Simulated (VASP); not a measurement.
# ZnS in VASP: a series of runs

The runs below take ZnS through single point, with LDA.

Program: VASP 6.6.1. These are calculated values, not measurements. Logs are shortened: lines on timing, memory, paths and dates and some standing lists are left out, and cuts for length are marked.

### Step 1. The cell of the first run

The typed cell holds 6 atoms: a = 3.825 Å, b = 3.825 Å, c = 9.626 Å, α = 78.54°, β = 78.54°, γ = 60.00°.

### Step 2. Single point, LDA (the part above a cut slid along it)

Contents of INCAR:

```
SYSTEM = ZnS
PREC     = Accurate       ! precision mode
ENCUT    = 520            ! plane-wave cutoff, eV
EDIFF    = 1E-6           ! SCF threshold, eV
ISMEAR   = 0              ! smearing method
SIGMA    = 0.05           ! smearing width, eV
LREAL    = .False.        ! projectors in reciprocal space
LASPH    = .True.         ! aspherical terms in the spheres
NELM     = 100            ! most SCF steps
ALGO     = Normal         ! electronic algorithm
ISIF     = 2              ! what is computed and relaxed
LWAVE    = .False.        ! write WAVECAR
LCHARG   = .True.         ! write CHGCAR
GGA      = CA             ! functional
LELF     = .True.         ! ELF
LVHAR    = .True.       
NBANDS   = 36             ! bands
```

Contents of KPOINTS:

```
Automatic mesh
0
Gamma
  8 8 3
  0 0 0
```

Contents of POSCAR:

```
ZnS
1.0
    2.7046500000     -2.7046500000      0.0000000000
    2.7046500000      0.0000000000     -2.7046500000
    7.2122196900      4.5078401550      4.5078401550
Zn S
3 3
Direct
    0.6249930567      0.6249930567      0.1250333333
   -0.2638736100     -0.2638736100      0.7917000000
    0.1805597233      0.1805597233      0.4583666667
    0.3750180567      0.3750180567      0.8750333333
    0.8194513900      0.8194513900      0.5417000000
    0.2638847233      0.2638847233      0.2083666667
```

Potentials or basis: VASP PAW LDA potentials, release 64 (Zn, S).

Command:

```console
$ cat potpaw_LDA.64/Zn/POTCAR potpaw_LDA.64/S/POTCAR > POTCAR
$ mpirun -np 1 vasp_std > vasp.out
```

OUTCAR:

```text
SYSTEM = ZnS
   PREC = Accurate
   ENCUT = 520
   EDIFF = 1E-6
   ISMEAR = 0
   LREAL = .False.
   LASPH = .True.
   NELM = 100
   ISIF = 2
   GGA = CA

 ion  position               nearest neighbor table
   1  0.625  0.625  0.125-   6 2.34   6 2.34   6 2.34
   2  0.736  0.736  0.792-   4 2.34   4 2.34   4 2.34   5 2.34
   3  0.181  0.181  0.458-   5 2.34   5 2.34   5 2.34   6 2.34
   4  0.375  0.375  0.875-   2 2.34   2 2.34   2 2.34
   5  0.819  0.819  0.542-   3 2.34   3 2.34   3 2.34   2 2.34
   6  0.264  0.264  0.208-   3 2.34   1 2.34   1 2.34   1 2.34

  LATTYP: Found a base centered monoclinic cell.
 ALAT       =     6.6250124328
 B/A-ratio  =     0.5773502692
 C/A-ratio  =     1.4529586677
 COS(beta)  =    -0.2293939996

  Lattice vectors:

 A1 = (  -2.7046500000,   2.7046500000,   0.0000000000)
 A2 = (  -2.7046500000,   0.0000000000,   2.7046500000)
 A3 = (   7.2122196900,   4.5078401550,   4.5078401550)

Analysis of symmetry for initial positions (statically):
=====================================================================
 Subroutine PRICEL returns:
 Original cell was already a primitive cell.

 Routine SETGRP: Setting up the symmetry group for a
 base centered monoclinic supercell.

 Subroutine GETGRP returns: Found  2 space group operations
 (whereof  2 operations were pure point group operations)
 out of a pool of  4 trial point group operations.

The static configuration has the point symmetry C_1h.

Analysis of symmetry for dynamics (positions and initial velocities):
=====================================================================
 Subroutine PRICEL returns:
 Original cell was already a primitive cell.

 Routine SETGRP: Setting up the symmetry group for a
 base centered monoclinic supercell.

 Subroutine GETGRP returns: Found  2 space group operations
 (whereof  2 operations were pure point group operations)
 out of a pool of  4 trial point group operations.

The dynamic configuration has the point symmetry C_1h.

 Subroutine INISYM returns: Found  2 space group operations
 (whereof  2 operations are pure point group operations),
 and found     1 'primitive' translations

----------------------------------------------------------------------------------------

                                     Primitive cell

  volume of cell :     118.7092

  direct lattice vectors                    reciprocal lattice vectors
     2.704650000 -2.704650000  0.000000000     0.102705834 -0.267027773  0.102705834
     2.704650000  0.000000000 -2.704650000     0.102705834  0.102705834 -0.267027773
     7.212219690  4.507840155  4.507840155     0.061622268  0.061622268  0.061622268

  length of vectors
     3.824952711  3.824952711  9.625869238     0.303975012  0.303975012  0.106732899

  position of ions in fractional coordinates (direct lattice)
     0.624993057  0.624993057  0.125033333
     0.736126390  0.736126390  0.791700000
     0.180559723  0.180559723  0.458366667
     0.375018057  0.375018057  0.875033333
     0.819451390  0.819451390  0.541700000
     0.263884723  0.263884723  0.208366667

  ion indices of the primitive-cell ions
   primitive index   ion index
                 1           1
                 2           2
                 3           3
                 4           4
                 5           5
                 6           6

----------------------------------------------------------------------------------------

 KPOINTS: Automatic mesh

Automatic generation of k-mesh.
 Grid dimensions read from file:
 generate k-points for:    8    8    3

 Generating k-lattice:

  Cartesian coordinates                     Fractional coordinates (reciprocal lattice)
     0.012838229 -0.033378472  0.012838229     0.125000000  0.000000000  0.000000000
     0.012838229  0.012838229 -0.033378472     0.000000000  0.125000000  0.000000000
     0.020540756  0.020540756  0.020540756     0.000000000  0.000000000  0.333333333

  Length of vectors
     0.037996877  0.037996877  0.035577633

  Shift w.r.t. Gamma in fractional coordinates (k-lattice)
     0.000000000  0.000000000  0.000000000

 -----------------------------------------------------------------------------
|                                                                             |
|           W    W    AA    RRRRR   N    N  II  N    N   GGGG   !!!           |
|           W    W   A  A   R    R  NN   N  II  NN   N  G    G  !!!           |
|           W    W  A    A  R    R  N N  N  II  N N  N  G       !!!           |
|           W WW W  AAAAAA  RRRRR   N  N N  II  N  N N  G  GGG   !            |
|           WW  WW  A    A  R   R   N   NN  II  N   NN  G    G                |
|           W    W  A    A  R    R  N    N  II  N    N   GGGG   !!!           |
|                                                                             |
|     Your reciprocal lattice and k-lattice belong to different lattice       |
|     classes:                                                                |
|                                                                             |
|        The reciprocal lattice is rhombohedral (trigonal),                   |
|        whereas your k-lattice is base-centered monoclinic.                  |
|                                                                             |
|     Results are often still useful ...                                      |
|                                                                             |
 -----------------------------------------------------------------------------

 WARNING: IBZKPT: internal override: KBLOWUP is changed to .FALSE.
      ... skipping the blow-up phase ...

 Subroutine IBZKPT returns following result:
 ===========================================

 Found     57 irreducible k-points:

 Following reciprocal coordinates:
            Coordinates               Weight
  0.000000  0.000000  0.000000      1.000000
  0.125000  0.000000  0.000000      4.000000
  0.250000  0.000000  0.000000      4.000000
  0.375000  0.000000  0.000000      4.000000
  0.500000  0.000000  0.000000      2.000000
  0.125000  0.125000  0.000000      2.000000
[... 16 lines left out ...]
  0.125000  0.000000  0.333333      4.000000
  0.250000  0.000000  0.333333      4.000000
 [... further k-points ...]
   k-points           NKPTS =     57   k-points in BZ     NKDIM =     57   number of bands    NBANDS=     36
   number of dos      NEDOS =    301   number of ions     NIONS =      6
   total plane-waves  NPLWV =  56448
   dimension x,y,z NGX =    28 NGY =   28 NGZ =   72
   dimension x,y,z NGXF=    56 NGYF=   56 NGZF=  144
   ions per type =               3   3
   NGX,Y,Z   is equivalent  to a cutoff of  12.17, 12.17, 12.43 a.u.
   NGXF,Y,Z  is equivalent  to a cutoff of  24.34, 24.34, 24.87 a.u.
 SYSTEM =  ZnS
   PREC   = accura    normal or accurate (medium, high low for compatibility)
   ISTART =      0    job   : 0-new  1-cont  2-samecut
   ICHARG =      2    charge: 1-file 2-atom 10-const
   ISPIN  =      1    spin polarized calculation?
   LNONCOLLINEAR =      F non collinear calculations
   LSORBIT =      F    spin-orbit coupling
   LASPH  =      T    aspherical Exc in radial PAW
   ENCUT  =  520.0 eV  38.22 Ry    6.18 a.u.   7.11  7.11 17.90*2*pi/ulx,y,z
   NELM   =    100;   NELMIN=  2; NELMDL= -5     # of ELM steps
   EDIFF  = 0.1E-05   stopping-criterion for ELM
   LREAL  =      F    real-space projection
   EDIFFG = 0.1E-04   stopping-criterion for IOM
   NSW    =      0    number of steps for IOM
   IBRION =     -1    ionic relax: 0-MD 1-quasi-New 2-CG
   NFREE  =      0    steps in history (QN), initial steepest desc. (CG)
   ISIF   =      2    stress and relaxation
   ISYM   =      2    0-nonsym 1-usesym 2-fastsym
   POTIM  = 0.5000    time-step for ionic-motion
   TEBEG  =    0.0;   TEEND  =   0.0 temperature during run
   PSTRESS=    0.0 pullay stress
   NELECT =      54.0000    total number of electrons
   NUPDOWN=      -1.0000    fix difference up-down
   EMIN   =  10.00;   EMAX   =-10.00  energy-range for DOS
   EFERMI =   0.00;   METHOD = LEGACY
   ISMEAR =     0;   SIGMA  =   0.05  broadening in eV -4-tet -1-fermi 0-gaus
   EFERMI_NEDOS =   21; number of points for ismear=-14 and -15
   IALGO  =     38    algorithm
   IMIX   =      4    mixing-type and parameters
     AMIX     =   0.40;   BMIX     =  1.00
     AMIX_MAG =   1.60;   BMIX_MAG =  1.00
  volume/ion in A,a.u.               =      19.78       133.51
  Fermi-wavevector in a.u.,A,eV,Ry     =   1.259055  2.379268 21.568210  1.585219
  Thomas-Fermi vector in A             =   2.392634
   LORBIT       =      0    0 simple, 1 ext, 2 COOP (PROOUT), +10 PAW based schemes
   GGA     = CA    functional components
   LHFCALC =     F    Hartree Fock is set to
   AEXX    =    0.0000 exact exchange contribution
   IVDW    =     0    specifies the selected vdW correction
   LEPSILON=     F    determine dielectric tensor
   LRPA    =     F    only Hartree local field effects (RPA)
 non-spin polarized calculation
 Gauss-broadening in eV      SIGMA  =   0.05
  energy-cutoff  :      520.00
  volume of cell :      118.71
 maximum number of plane-waves:      3222
   NGX = 15   NGY = 15   NGZ = 35

 number of electron      54.0000003 magnetization

 Free energy of the ion-electron system (eV)
  ---------------------------------------------------
  ext. energy  EPLUGINS =         0.00000000
  ---------------------------------------------------
  free energy    TOTEN  =       -23.43349199 eV

  energy without entropy =      -23.43349199  energy(sigma->0) =      -23.43349199

 E-fermi :   2.5223     XC(G=0): -10.0563

 val. band max:        2.3223714504   @ k =   0.0000   0.0000   0.0000
 cond. band min:       3.0362186185   @ k =   0.0000   0.0000   0.0000
 fundamental gap:      0.7138471681
 Fermi energy:         2.5223323774

 k-point     1 :       0.0000    0.0000    0.0000
  band No.  band energies     occupation
      1     -11.3269      2.00000
      2     -10.5310      2.00000
      3     -10.0235      2.00000
      4      -5.0551      2.00000
      5      -5.0551      2.00000
      6      -4.9160      2.00000
[... 28 lines left out ...]
     35       8.7388      0.00000
     36       8.7388      0.00000
[... 866 lines left out ...]
      6      -4.8556      2.00000
[... 28 lines left out ...]
     35       9.1160      0.00000
     36       9.3681      0.00000

 [... further k-points ...]

------------------------ aborting loop because EDIFF is reached ----------------------------------------

  FORCE on cell =-STRESS in cart. coord.  units (eV):
  Direction    XX          YY          ZZ          XY          YZ          ZX
  --------------------------------------------------------------------------------------
  -------------------------------------------------------------------------------------
  Total       -3.4368889     -3.4383002     -3.4383002      1.3018037      1.3011725      1.3018037
  in kB      -46.3865004    -46.4055476    -46.4055476     17.5699941     17.5614749     17.5699940
  external PRESSURE =     -46.3991985 kB  Pullay stress =       0.0000000 kB

 VOLUME and BASIS-vectors are now :
 -----------------------------------------------------------------------------
  energy-cutoff  :      520.00
  volume of cell :      118.71
      direct lattice vectors                 reciprocal lattice vectors
     2.704650000 -2.704650000  0.000000000     0.102705834 -0.267027773  0.102705834
     2.704650000  0.000000000 -2.704650000     0.102705834  0.102705834 -0.267027773
     7.212219690  4.507840155  4.507840155     0.061622268  0.061622268  0.061622268

 POSITION                                       TOTAL-FORCE (eV/Angst)
 -----------------------------------------------------------------------------------
      4.28254     -1.12676     -1.12676         0.150932      0.150717      0.150717
      9.69184      1.57789      1.57789        -0.030851     -0.030187     -0.030187
      4.28254      1.57789      1.57789         0.158248      0.159204      0.159204
      8.33952      2.93022      2.93022        -0.215050     -0.216046     -0.216046
      8.33952      0.22557      0.22557        -0.144612     -0.145163     -0.145163
      2.93022      0.22557      0.22557         0.081334      0.081475      0.081475
 -----------------------------------------------------------------------------------
    total drift:                               -0.000684      0.001156      0.001156

  FREE ENERGIE OF THE ION-ELECTRON SYSTEM (eV)
  ---------------------------------------------------
  free  energy   TOTEN  =       -23.4334919907 eV

  energy  without entropy=      -23.4334919906  energy(sigma->0) =      -23.43349199
```

It took 6.6 min on 1 thread of AMD EPYC 7R13, shared host; peak memory 0.28 GiB.

What came out:

```
Free energy            : -23.4335 eV
Pressure               : -4.6 GPa
Largest force          : 0.374 eV/Å
Band gap on the k mesh : 0.71 eV
```

Forces in eV/Å, atoms in the order of the input:
```
Zn   0.151  0.151  0.151
Zn  -0.031 -0.030 -0.030
Zn   0.158  0.159  0.159
S   -0.215 -0.216 -0.216
S   -0.145 -0.145 -0.145
S    0.081  0.081  0.081
```

Caveat: the cell differs from its parent crystal (the part above a cut slid along it); the cell stands under tension; semilocal functionals underestimate gaps, and a narrow one can read as zero.

### Step 3. Single point, LDA (the part above a cut slid along it)

Contents of INCAR:

```
  PREC = Accurate
  ENCUT = 520
  EDIFF = 1E-6
  ISMEAR = 0
  SIGMA = 0.05
  LREAL = False
  LASPH = True
  NELM = 100
  ALGO = Normal
  ISIF = 2
  LWAVE = False
  LCHARG = False
  GGA = CA
  NBANDS = 36
```

Contents of KPOINTS:

```
Automatic mesh
0
Gamma
  8 8 3
```

Contents of POSCAR:

```
ZnS
1.0
    2.7046500000     -2.7046500000      0.0000000000
    2.7046500000      0.0000000000     -2.7046500000
    9.0156803100      3.6061098450      3.6061098450
Zn S
3 3
Direct
    0.5833069433      0.5833069433      0.1250333333
   -0.5278263900     -0.5278263900      0.7917000000
    0.0277402767      0.0277402767      0.4583666667
    0.0832819433      0.0832819433      0.8750333333
    0.6388486100      0.6388486100      0.5417000000
    0.1944152767      0.1944152767      0.2083666667
```

Potentials or basis: VASP PAW LDA potentials, release 64 (Zn, S).

Command:

```console
$ cat potpaw_LDA.64/Zn/POTCAR potpaw_LDA.64/S/POTCAR > POTCAR
$ mpirun -np 1 vasp_std > vasp.out
```

It took 7 min on 1 thread of AMD EPYC 7R13, shared host; peak memory 0.29 GiB.

It converged, with:

| Item | Value |
| --- | --- |
| Free energy | -23.7462 eV |
| Pressure | -5.6 GPa |
| Largest force | 0.446 eV/Å |
| Band gap on the k mesh | 1.39 eV |

Forces in eV/Å, atoms in the order of the input:
```
Zn   0.115  0.115  0.115
Zn   0.008  0.009  0.009
Zn   0.158  0.157  0.157
S    0.151  0.151  0.151
S   -0.175 -0.175 -0.175
S   -0.257 -0.257 -0.257
```

Stress tensor (GPa, compression positive):
```
-5.58  0.77  0.77
 0.77 -5.59  0.77
 0.77  0.77 -5.59
```

Levels at points of the mesh, in eV from the valence-band top:
| k point | band 25 | band 26 | band 27 | band 28 | band 29 | band 30 |
| --- | --- | --- | --- | --- | --- | --- |
| (0.00, 0.00, 0.00) | -0.07 | -0.07 | 0.00 | 1.39 | 2.90 | 3.27 |
| (0.50, 0.00, 0.00) | -1.54 | -1.15 | -0.93 | 1.63 | 3.49 | 4.06 |
| (0.50, 0.50, 0.00) | -1.54 | -1.15 | -0.93 | 1.63 | 3.49 | 4.06 |

Caveat: the cell differs from its parent crystal (the part above a cut slid along it); the cell stands under tension. A k mesh can miss the band edges.
